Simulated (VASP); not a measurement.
# Ag (Fm-3m) in VASP: single point with PBE

Aim: the single point of Ag with PBE.

All numbers are computed with VASP 6.6.1; they aren't measurements. Logs are shortened: lines on timing, memory, paths and dates and some standing lists are left out, and cuts for length are marked.

### Step 1. The cell of the first run

Symmetry: Fm-3m, No. 225, cubic system. The conventional cell has a = 4.085 Å, b = 4.085 Å, c = 4.085 Å, α = 90.00°, β = 90.00°, γ = 90.00°. Within 3.8 Å of Ag (site symmetry m-3m) lie 12 Ag at 2.89 Å.

### Step 2. Single point, PBE

INCAR

```
SYSTEM = Ag
PREC = Accurate
ENCUT = 500
EDIFF = 1E-6
ISMEAR = 1
SIGMA = 0.1
LREAL = .False.
LASPH = .True.
NELM = 120
ALGO = Normal
ISIF = 2
LWAVE = .False.
LCHARG = .True.
GGA = PE
LELF = .True.
LVHAR = .True.
NBANDS = 12
GGA_COMPAT = .False.
```

KPOINTS

```
Automatic mesh
0
Gamma
  11 11 11
  0 0 0
```

POSCAR

```
Ag
1.0
    0.0000000000      2.0427500000      2.0427500000
    2.0427500000      0.0000000000      2.0427500000
    2.0427500000      2.0427500000      0.0000000000
Ag
1
Direct
    0.0000000000      0.0000000000      0.0000000000
```

Potentials or basis: VASP PAW PBE potentials, release 64 (Ag).

Launch:

```bash
$ cat potpaw_PBE.64/Ag/POTCAR > POTCAR
$ mpirun -np 1 vasp_std > vasp.out
```

OUTCAR:

```text
SYSTEM = Ag
   PREC = Accurate
   ENCUT = 500
   EDIFF = 1E-6
   ISMEAR = 1
   LREAL = .False.
   LASPH = .True.
   NELM = 120
   ISIF = 2
   GGA = PE

 ion  position               nearest neighbor table
   1  0.000  0.000  0.000-

  LATTYP: Found a face centered cubic cell.
 ALAT       =     4.0855000000

  Lattice vectors:

 A1 = (   0.0000000000,   2.0427500000,   2.0427500000)
 A2 = (   2.0427500000,   0.0000000000,   2.0427500000)
 A3 = (   2.0427500000,   2.0427500000,   0.0000000000)

Analysis of symmetry for initial positions (statically):
=====================================================================
 Subroutine PRICEL returns:
 Original cell was already a primitive cell.

 Routine SETGRP: Setting up the symmetry group for a
 face centered cubic supercell.

 Subroutine GETGRP returns: Found 48 space group operations
[... 9 lines left out ...]

 Routine SETGRP: Setting up the symmetry group for a
 face centered cubic supercell.

 Subroutine GETGRP returns: Found 48 space group operations
[... 11 lines left out ...]
                                     Primitive cell

  volume of cell :      17.0481

  direct lattice vectors                    reciprocal lattice vectors
     0.000000000  2.042750000  2.042750000    -0.244768082  0.244768082  0.244768082
     2.042750000  0.000000000  2.042750000     0.244768082 -0.244768082  0.244768082
     2.042750000  2.042750000  0.000000000     0.244768082  0.244768082 -0.244768082

  length of vectors
     2.888884755  2.888884755  2.888884755     0.423950755  0.423950755  0.423950755

  position of ions in fractional coordinates (direct lattice)
     0.000000000  0.000000000  0.000000000

  ion indices of the primitive-cell ions
   primitive index   ion index
                 1           1

----------------------------------------------------------------------------------------

 KPOINTS: Automatic mesh

Automatic generation of k-mesh.
 Grid dimensions read from file:
 generate k-points for:   11   11   11

 Generating k-lattice:

  Cartesian coordinates                     Fractional coordinates (reciprocal lattice)
    -0.022251644  0.022251644  0.022251644     0.090909091  0.000000000  0.000000000
     0.022251644 -0.022251644  0.022251644     0.000000000  0.090909091  0.000000000
     0.022251644  0.022251644 -0.022251644     0.000000000  0.000000000  0.090909091

  Length of vectors
     0.038540978  0.038540978  0.038540978

  Shift w.r.t. Gamma in fractional coordinates (k-lattice)
     0.000000000  0.000000000  0.000000000

 Subroutine IBZKPT returns following result:
 ===========================================

 Found     56 irreducible k-points:

 Following reciprocal coordinates:
            Coordinates               Weight
  0.000000  0.000000  0.000000      1.000000
  0.090909  0.000000  0.000000      8.000000
  0.181818  0.000000  0.000000      8.000000
  0.272727  0.000000  0.000000      8.000000
  0.363636  0.000000  0.000000      8.000000
  0.454545  0.000000  0.000000      8.000000
[... 16 lines left out ...]
 -0.272727  0.181818  0.000000     24.000000
 -0.181818  0.181818  0.000000     12.000000
 [... further k-points ...]
   k-points           NKPTS =     56   k-points in BZ     NKDIM =     56   number of bands    NBANDS=     12
   number of dos      NEDOS =    301   number of ions     NIONS =      1
   total plane-waves  NPLWV =  13824
   dimension x,y,z NGX =    24 NGY =   24 NGZ =   24
   dimension x,y,z NGXF=    48 NGYF=   48 NGZF=   48
   ions per type =               1
   NGX,Y,Z   is equivalent  to a cutoff of  13.81, 13.81, 13.81 a.u.
   NGXF,Y,Z  is equivalent  to a cutoff of  27.62, 27.62, 27.62 a.u.
 SYSTEM =  Ag
   PREC   = accura    normal or accurate (medium, high low for compatibility)
   ISTART =      0    job   : 0-new  1-cont  2-samecut
   ICHARG =      2    charge: 1-file 2-atom 10-const
   ISPIN  =      1    spin polarized calculation?
   LNONCOLLINEAR =      F non collinear calculations
   LSORBIT =      F    spin-orbit coupling
   LASPH  =      T    aspherical Exc in radial PAW
   ENCUT  =  500.0 eV  36.75 Ry    6.06 a.u.   5.27  5.27  5.27*2*pi/ulx,y,z
   NELM   =    120;   NELMIN=  2; NELMDL= -5     # of ELM steps
   EDIFF  = 0.1E-05   stopping-criterion for ELM
   LREAL  =      F    real-space projection
   EDIFFG = 0.1E-04   stopping-criterion for IOM
   NSW    =      0    number of steps for IOM
   IBRION =     -1    ionic relax: 0-MD 1-quasi-New 2-CG
   NFREE  =      0    steps in history (QN), initial steepest desc. (CG)
   ISIF   =      2    stress and relaxation
   ISYM   =      2    0-nonsym 1-usesym 2-fastsym
   POTIM  = 0.5000    time-step for ionic-motion
   TEBEG  =    0.0;   TEEND  =   0.0 temperature during run
   PSTRESS=    0.0 pullay stress
   NELECT =      11.0000    total number of electrons
   NUPDOWN=      -1.0000    fix difference up-down
   EMIN   =  10.00;   EMAX   =-10.00  energy-range for DOS
   EFERMI =   0.00;   METHOD = LEGACY
   ISMEAR =     1;   SIGMA  =   0.10  broadening in eV -4-tet -1-fermi 0-gaus
   EFERMI_NEDOS =   21; number of points for ismear=-14 and -15
   IALGO  =     38    algorithm
   IMIX   =      4    mixing-type and parameters
     AMIX     =   0.40;   BMIX     =  1.00
     AMIX_MAG =   1.60;   BMIX_MAG =  1.00
  volume/ion in A,a.u.               =      17.05       115.05
  Fermi-wavevector in a.u.,A,eV,Ry     =   1.414644  2.673290 27.228221  2.001218
  Thomas-Fermi vector in A             =   2.536165
   LORBIT       =      0    0 simple, 1 ext, 2 COOP (PROOUT), +10 PAW based schemes
   GGA     = PE    functional components
   LHFCALC =     F    Hartree Fock is set to
   AEXX    =    0.0000 exact exchange contribution
   IVDW    =     0    specifies the selected vdW correction
   LEPSILON=     F    determine dielectric tensor
   LRPA    =     F    only Hartree local field effects (RPA)
 non-spin polarized calculation
 Methfessel and Paxton  Order N= 1 SIGMA  =   0.10
  energy-cutoff  :      500.00
  volume of cell :       17.05
 maximum number of plane-waves:       444
 NGX is ok and might be reduce to    24
   NGX = 11   NGY = 11   NGZ = 11

 number of electron      10.9999999 magnetization

 Free energy of the ion-electron system (eV)
  ---------------------------------------------------
  ext. energy  EPLUGINS =         0.00000000
  ---------------------------------------------------
  free energy    TOTEN  =        -2.70911562 eV

  energy without entropy =       -2.70890498  energy(sigma->0) =       -2.70904540

 E-fermi :   8.6917     XC(G=0): -12.2131

 val. band max:        8.6409700739   @ k =  -0.4545   0.0909   0.0000
 cond. band min:       8.7329477680   @ k =   0.4545   0.3636   0.0000
 fundamental gap:      0.0919776941
 Fermi energy:         8.6916863821

 k-point     1 :       0.0000    0.0000    0.0000
  band No.  band energies     occupation
      1       0.6620      2.00000
      2       3.6143      2.00000
      3       3.6143      2.00000
      4       3.6143      2.00000
      5       4.6477      2.00000
      6       4.6477      2.00000
      7      24.4559      0.00000
      8      28.0357      0.00000
      9      28.0357      0.00000
     10      28.0357      0.00000
     11      32.8431      0.00000
     12      33.9812      0.00000

 k-point     2 :       0.0909    0.0000    0.0000
  band No.  band energies     occupation
      1       0.9172      2.00000
      2       3.5594      2.00000
      3       3.6826      2.00000
      4       3.6826      2.00000
      5       4.6237      2.00000
      6       4.6237      2.00000
      7      24.4179      0.00000
      8      26.2467      0.00000
      9      28.1356      0.00000
     10      28.1356      0.00000
     11      32.4569      0.00000
     12      33.6463      0.00000

 k-point     3 :       0.1818    0.0000    0.0000
  band No.  band energies     occupation
      1       1.5810      2.00000
      2       3.5263      2.00000
      3       3.8050      2.00000
      4       3.8050      2.00000
      5       4.6330      2.00000
      6       4.6330      2.00000
      7      22.1792      0.00000
      8      25.3204      0.00000
      9      28.2634      0.00000
     10      28.2634      0.00000
     11      31.2521      0.00000
     12      32.5625      0.00000

 k-point     4 :       0.2727    0.0000    0.0000
  band No.  band energies     occupation
      1       2.1107      2.00000
      2       3.7969      2.00000
      3       3.7969      2.00000
      4       4.1147      2.00000
      5       4.8450      2.00000
      6       4.8450      2.00000
      7      18.6933      0.00000
      8      24.8905      0.00000
      9      27.9319      0.00000
     10      27.9319      0.00000
     11      31.5573      0.00000
     12      31.5617      0.00000

 k-point     5 :       0.3636    0.0000    0.0000
  band No.  band energies     occupation
      1       2.1225      2.00000
      2       3.6870      2.00000
      3       3.6870      2.00000
      4       5.1770      2.00000
      5       5.1770      2.00000
      6       5.7149      2.00000
      7      15.3062      0.00000
      8      24.1961      0.00000
      9      27.0639      0.00000
     10      27.0639      0.00000
     11      31.2748      0.00000
     12      31.2748      0.00000
[... 228 lines left out ...]
      1       2.4820      2.00000
      2       3.3139      2.00000
      3       4.0383      2.00000
      4       4.2851      2.00000
      5       5.4108      2.00000
      6      10.0015     -0.00000
      7      12.3315      0.00000
      8      21.0344      0.00000
      9      23.9257      0.00000
     10      24.8006      0.00000
     11      33.4448      0.00000
     12      33.4785      0.00000

 k-point    22 :      -0.3636    0.1818    0.0000
  band No.  band energies     occupation
      1       2.5921      2.00000
      2       3.3656      2.00000
      3       4.0239      2.00000
      4       4.2486      2.00000
      5       5.1056      2.00000
      6       8.8498     -0.04790
      7      13.9197      0.00000
      8      20.3860      0.00000
      9      25.0169      0.00000
     10      25.3214      0.00000
     11      32.3444      0.00000
     12      33.2178      0.00000

 k-point    23 :      -0.2727    0.1818    0.0000
  band No.  band energies     occupation
      1       2.7720      2.00000
      2       3.4391      2.00000
      3       3.8743      2.00000
      4       4.0994      2.00000
      5       4.6658      2.00000
      6       7.0601      2.00000
      7      17.0919      0.00000
      8      20.2599      0.00000
      9      25.7780      0.00000
     10      27.3084      0.00000
     11      30.6024      0.00000
     12      33.1724      0.00000

 k-point    24 :      -0.1818    0.1818    0.0000
  band No.  band energies     occupation
      1       2.6927      2.00000
      2       3.2143      2.00000
      3       3.8299      2.00000
      4       4.2274      2.00000
      5       4.2590      2.00000
      6       5.7952      2.00000
      7      20.3632      0.00000
      8      20.7701      0.00000
      9      27.0601      0.00000
     10      28.8645      0.00000
     11      29.5465      0.00000
     12      33.0680      0.00000

 [... further k-points ...]
[... 5 lines left out ...]
  --------------------------------------------------------------------------------------
  -------------------------------------------------------------------------------------
  Total        0.4436730      0.4436730      0.4436730      0.0000000      0.0000000     -0.0000000
  in kB       41.6963390     41.6963390     41.6963390      0.0000000      0.0000000     -0.0000000
  external PRESSURE =      41.6963390 kB  Pullay stress =       0.0000000 kB

 VOLUME and BASIS-vectors are now :
 -----------------------------------------------------------------------------
  energy-cutoff  :      500.00
  volume of cell :       17.05
      direct lattice vectors                 reciprocal lattice vectors
     0.000000000  2.042750000  2.042750000    -0.244768082  0.244768082  0.244768082
     2.042750000  0.000000000  2.042750000     0.244768082 -0.244768082  0.244768082
     2.042750000  2.042750000  0.000000000     0.244768082  0.244768082 -0.244768082

 POSITION                                       TOTAL-FORCE (eV/Angst)
 -----------------------------------------------------------------------------------
      0.00000      0.00000      0.00000         0.000000      0.000000      0.000000
 -----------------------------------------------------------------------------------
    total drift:                               -0.000000      0.000000      0.000000

  FREE ENERGIE OF THE ION-ELECTRON SYSTEM (eV)
  ---------------------------------------------------
  free  energy   TOTEN  =        -2.7091156171 eV

  energy  without entropy=       -2.7089049791  energy(sigma->0) =       -2.70904540
```

It took 16 s on 1 thread of Intel Xeon Platinum 8259CL at 2.50GHz (Skylake/Cascade Lake), shared host; peak memory 0.14 GiB.

What came out:

```yaml
Free_energy: -2.7091 eV
Pressure: 4.2 GPa
```

Levels at points of the mesh, in eV from the Fermi level:
| k point | band 2 | band 3 | band 4 | band 5 | band 6 | band 7 | band 8 | band 9 | band 10 | band 11 |
| --- | --- | --- | --- | --- | --- | --- | --- | --- | --- | --- |
| (0.00, 0.00, 0.00) | -5.08 | -5.08 | -5.08 | -4.04 | -4.04 | 15.76 | 19.34 | 19.34 | 19.34 | 24.15 |
